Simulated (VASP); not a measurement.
# C in VASP: further runs, part 2 of 2

VASP 6.6.1. Earlier steps stand in the parts before.

## Step 3: Single point, PBEsol

The input, INCAR:

```
ALGO     = Normal         # electronic algorithm
EDIFF    = 1E-6           # SCF threshold, eV
ENCUT    = 520            # plane-wave cutoff, eV
GGA      = PS             # functional
ISIF     = 2              # what is computed and relaxed
ISMEAR   = -1             # smearing method
LASPH    = T              # aspherical terms in the spheres
LCHARG   = F              # write CHGCAR
LREAL    = F              # projectors in reciprocal space
LWAVE    = F              # write WAVECAR
NBANDS   = 16             # bands
NELM     = 80             # most SCF steps
PREC     = Accurate       # precision mode
SIGMA    = 0.1            # smearing width, eV
```

The input, KPOINTS:

```
k-points
0
Gamma
  10 10 1
```

The input, POSCAR:

```
C
1.0
    2.4562280000      0.0000000000      0.0000000000
   -1.2281140000      2.1271558455      0.0000000000
    0.0000000000      0.0000000000     24.1339600000
C
4
Direct
    0.0000000000      0.0000000000      0.5704700000
    0.0000000000      0.0000000000      0.4295300000
    0.3333333333      0.6666666667      0.4295200000
    0.6666666667      0.3333333333      0.5704800000
```

Potentials or basis: VASP PAW PBE potentials, release 64 (C).

On the command line:

```bash
cat potpaw_PBE.64/C/POTCAR > POTCAR
mpirun -np 1 vasp_std > vasp.out
```

OUTCAR:

```text
EDIFF = 1E-6
   ENCUT = 520
   GGA = PS
   ISIF = 2
   ISMEAR = -1
   LASPH = T
   LREAL = F
   NELM = 80
   PREC = Accurate

 ion  position               nearest neighbor table
   1  0.000  0.000  0.570-   4 1.42   4 1.42   4 1.42
   2  0.000  0.000  0.430-   3 1.42   3 1.42   3 1.42
   3  0.333  0.667  0.430-   2 1.42   2 1.42   2 1.42
   4  0.667  0.333  0.570-   1 1.42   1 1.42   1 1.42

  LATTYP: Found a hexagonal cell.
 ALAT       =     2.4562280000
 C/A-ratio  =     9.8256187943

  Lattice vectors:

 A1 = (   2.4562280000,   0.0000000000,   0.0000000000)
 A2 = (  -1.2281140000,   2.1271558455,   0.0000000000)
 A3 = (   0.0000000000,   0.0000000000,  24.1339600000)

Analysis of symmetry for initial positions (statically):
=====================================================================
 Subroutine PRICEL returns:
 Original cell was already a primitive cell.

 Routine SETGRP: Setting up the symmetry group for a
 hexagonal supercell.

[... 157 lines left out ...]

 E-fermi :  -1.7755     XC(G=0):  -3.2896

 val. band max:       -2.6058432792   @ k =   0.3000   0.3000   0.0000
 cond. band min:      -0.9391384631   @ k =   0.3000   0.3000   0.0000
 fundamental gap:      1.6667048161
 Fermi energy:        -1.7755074661

 k-point     1 :       0.0000    0.0000    0.0000
  band No.  band energies     occupation
      1     -21.4492      2.00000
      2     -21.3107      2.00000
      3      -9.9935      2.00000
      4      -9.0625      2.00000
      5      -4.8034      2.00000
      6      -4.8034      2.00000
[... 243 lines left out ...]
      3     -13.6556      2.00000
      4     -13.6159      2.00000
      5     -12.0927      2.00000
      6     -12.0681      2.00000
[... 8 lines left out ...]
     15      11.0697      0.00000
     16      11.2707      0.00000

------------------------ aborting loop because EDIFF is reached ----------------------------------------

  FORCE on cell =-STRESS in cart. coord.  units (eV):
  Direction    XX          YY          ZZ          XY          YZ          ZX
  --------------------------------------------------------------------------------------
  -------------------------------------------------------------------------------------
  Total        0.4963213      0.4963213      0.1088897      0.0000000      0.0000000     -0.0000000
  in kB        6.3063333      6.3063333      1.3835686      0.0000000      0.0000000     -0.0000000
  external PRESSURE =       4.6654117 kB  Pullay stress =       0.0000000 kB

 VOLUME and BASIS-vectors are now :
 -----------------------------------------------------------------------------
  energy-cutoff  :      520.00
  volume of cell :      126.09
      direct lattice vectors                 reciprocal lattice vectors
     2.456228000  0.000000000  0.000000000     0.407128328  0.235055650  0.000000000
    -1.228114000  2.127155845  0.000000000     0.000000000  0.470111300  0.000000000
     0.000000000  0.000000000 24.133960000     0.000000000  0.000000000  0.041435388

 POSITION                                       TOTAL-FORCE (eV/Angst)
 -----------------------------------------------------------------------------------
      0.00000      0.00000     13.76770         0.000000     -0.000000      0.019080
      0.00000      0.00000     10.36626        -0.000000      0.000000     -0.019080
     -0.00000      1.41810     10.36602        -0.000000      0.000000     -0.019033
      1.22811      0.70905     13.76794         0.000000     -0.000000      0.019033
 -----------------------------------------------------------------------------------
    total drift:                               -0.000000      0.000000     -0.000000

  FREE ENERGIE OF THE ION-ELECTRON SYSTEM (eV)
  ---------------------------------------------------
  free  energy   TOTEN  =       -38.5786930211 eV

  energy  without entropy=      -38.5786361208  energy(sigma->0) =      -38.57866457
```

stdout:

```text
POSCAR found type information on POSCAR C
 POSCAR found :  1 types and       4 ions
 scaLAPACK will be used
 -----------------------------------------------------------------------------
|                                                                             |
|                                                                             |
|     You enforced a specific xc type in the INCAR file but a different       |
|     I HOPE YOU KNOW WHAT YOU ARE DOING!                                     |
|                                                                             |
 -----------------------------------------------------------------------------

 LDA part: xc-table for (Slater+PW92), standard interpolation
 POSCAR, INCAR and KPOINTS ok, starting setup
 FFT: planning ... GRIDC
 FFT: planning ... GRID_SOFT
 FFT: planning ... GRID
 WAVECAR not read
 entering main loop
```

Wall time 29 s (1 thread of Intel Xeon 6975P-C, shared host); peak memory 0.22 GiB.

Results:

* Free energy: -38.5787 eV
* Largest force: 0.019 eV/Å
* Band gap on the k mesh: 1.67 eV, direct

Forces on the atoms (eV/Å):
```
C    0.000  0.000  0.019
C    0.000  0.000 -0.019
C    0.000  0.000 -0.019
C    0.000  0.000  0.019
```

Levels at points of the mesh, in eV from the valence-band top:
| k point | band 5 | band 6 | band 7 | band 8 | band 9 | band 10 | band 11 | band 12 |
| --- | --- | --- | --- | --- | --- | --- | --- | --- |
| (0.00, 0.00, 0.00) | -2.20 | -2.20 | -2.19 | -2.19 | 4.27 | 4.70 | 5.16 | 5.92 |
| (0.50, 0.00, 0.00) | -5.64 | -5.61 | -1.78 | -1.44 | 2.30 | 2.65 | 8.17 | 8.35 |

Caveat: the PAW data sets were made with another functional, which shifts forces and pressure a little.
